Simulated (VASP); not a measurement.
Wanted: the native input for a VASP 6.6.1 run.

```
Task                   : single point
Functional             : PBE
Potentials or basis    : VASP PAW PBE potentials, release 64 (Ba_sv, S)
Cutoff                 : 520 eV
k mesh                 : 8 × 8 × 8
Occupations            : fermi-dirac, width 0.02 eV
Spin                   : no spin polarisation
Dipole correction      : no
Further INCAR settings : ALGO = Normal; EDIFF = 1e-07; NBANDS = 15
```

The structure of BaS lies in POSCAR:

```
BaS
1.0
   -0.0638750000      3.1618125000      3.1618125000
    3.1618125000     -0.0638750000      3.1618125000
    3.1618125000      3.1618125000     -0.0638750000
Ba S
1 1
Direct
    0.0000000000      0.0000000000      0.0000000000
    0.5000000000      0.5000000000      0.5000000000
```

This cell differs from its parent crystal: equal xy, yz and zx shear strains of -2 %.

One way to write it, as run:

INCAR

```
PREC = Accurate
ENCUT = 520
EDIFF = 1E-7
ISMEAR = -1
SIGMA = 0.02
LREAL = F
LASPH = T
NELM = 100
ALGO = Normal
ISIF = 2
LWAVE = F
LCHARG = F
GGA = PE
NBANDS = 15
```

KPOINTS

```
Automatic mesh
0
Gamma
  8 8 8
```

Potentials or basis: VASP PAW PBE potentials, release 64 (Ba_sv, S).

Run with:

```console
$ cat potpaw_PBE.64/Ba_sv/POTCAR potpaw_PBE.64/S/POTCAR > POTCAR
$ mpirun -np 1 vasp_std > vasp.out
```

It gave:

```
Pressure               : 1.4 GPa
Band gap on the k mesh : 2.06 eV (least direct gap 2.21 eV)
```

Caveat: the cell differs from its parent crystal (equal xy, yz and zx shear strains of -2 %); spin-orbit coupling is left out, which moves the levels of the heavy elements.

It took 110 s on 1 thread of Intel Xeon 8259CL, on a shared host, peak memory 0.24 GiB.
